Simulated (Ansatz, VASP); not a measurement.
One calculation of AlN, two programs

```
Al N
1.0
     0.00000    1.94340    1.94340
     1.94340    0.00000    1.94340
     1.94340    1.94340    0.00000
Al N
1 1
Direct
  0.50000 0.50000 0.50000
  0.00000 0.00000 0.00000
```

Alike in both runs: task single point; functional LDA; k mesh 10 × 10 × 10; occupations gaussian, width 0.02 eV; no spin polarisation.

```csv
,VASP,Ansatz
version,VASP 6.6.1,Ansatz 0.2.0
potentials or method,"VASP PAW LDA potentials, release 64 (Al, N), cutoff 600 eV","scalar-relativistic, plane waves, PAW"
valence electrons in the cell,8,8
```

```csv
,VASP,Ansatz,Ansatz less VASP
gap on the k mesh at the Fermi level (eV),4.95,4.96,+0.003
least direct gap on the mesh (eV),7.59,7.56,-0.029
```

LDA's correlation is that of Perdew and Zunger in VASP and of Perdew and Wang (1992) in Ansatz.
